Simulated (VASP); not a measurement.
Here is a VASP 6.6.1 calculation.

The input INCAR:

```
SYSTEM = Al2Cu
PREC     = Accurate       ! precision mode
ENCUT    = 520            ! plane-wave cutoff, eV
EDIFF    = 1E-6           ! SCF threshold, eV
ISMEAR   = 0              ! smearing method
SIGMA    = 0.1            ! smearing width, eV
LREAL    = .FALSE.        ! projectors in reciprocal space
LASPH    = .TRUE.         ! aspherical terms in the spheres
NELM     = 60             ! most SCF steps
ALGO     = Normal         ! electronic algorithm
ISIF     = 2              ! what is computed and relaxed
LWAVE    = .FALSE.        ! write WAVECAR
LCHARG   = .TRUE.         ! write CHGCAR
GGA      = PE             ! functional
LELF     = .TRUE.         ! ELF
LVHAR    = .TRUE.       
NBANDS   = 26             ! bands
```

Contents of KPOINTS:

```
Automatic mesh
0
G
  6 6 4
  0 0 0
```

The input POSCAR:

```
Al2Cu
1.0
    4.1655231000     -2.4049658800      0.0000000000
    4.1655231000      2.4049658800      0.0000000000
    0.0000000000      0.0000000000      4.3937794400
Al Cu
4 2
Direct
    0.0000000000      0.3333333300      0.2500000000
    0.6666666700      0.0000000000      0.2500000000
    0.3333333300      0.0000000000      0.7500000000
    0.0000000000      0.6666666700      0.7500000000
    0.3333333300      0.6666666700      0.2500000000
    0.6666666700      0.3333333300      0.7500000000
```

Potentials or basis: VASP PAW PBE potentials, release 64 (Al, Cu).

Command:

```console
$ cat potpaw_PBE.64/Al/POTCAR potpaw_PBE.64/Cu/POTCAR > POTCAR
$ mpirun -np 1 vasp_std > vasp.out
```

Task: Predict the largest force.

Result: 0.466 eV/Å.

Task: Predict the pressure.

Result: 0.8 GPa.

Task: Estimate the band gap on the k mesh.

Result: Zero (band 17 reaches 10.36 eV, above the bottom of band 18 at 7.28 eV).

Forces in eV/Å, atoms in the order of the input:
```
Al  -0.361  0.295  0.000
Al   0.361  0.295  0.000
Al  -0.361 -0.295  0.000
Al   0.361 -0.295  0.000
Cu   0.000 -0.074  0.000
Cu   0.000  0.074  0.000
```
